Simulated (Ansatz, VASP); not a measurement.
## GaSb: VASP beside Ansatz

```
Ga Sb
1.0
    -1.55590    2.67500    2.89331
     1.55590   -2.67500    2.89331
     1.55590    2.67500   -2.89331
Ga Sb
1 1
Direct
  0.00000 0.00000 0.00000
  0.50000 0.50000 0.00000
```

Alike in both runs: task single point; functional PBE; k mesh 6 × 6 × 6; occupations gaussian, width 0.1 eV; no spin polarisation.

|  | VASP | Ansatz |
| --- | --- | --- |
| version | VASP 6.6.1 | Ansatz 0.2.0 |
| potentials or method | VASP PAW PBE potentials, release 64 (Ga_d, Sb), cutoff 520 eV | scalar-relativistic, plane waves, PAW |
| valence electrons in the cell | 18 | 28 |

|  | VASP | Ansatz | Ansatz less VASP |
| --- | --- | --- | --- |
| gap on the k mesh at the Fermi level (eV) | none | none | - |
| pressure (GPa) | 0.1 | 0.1 | -0.02 |
| traceless stress, the component that is largest in VASP (GPa) | 2.20 | 2.17 | -0.032 |

A gap of «none» marks a metal or a gap that the smearing closes. VASP's potentials hold 18 valence electrons a cell and Ansatz's 28, so a difference there can come from the potentials and not from the codes.

The k mesh is coarse, so the values compare programs but aren't converged. Neither program's run includes spin-orbit coupling.
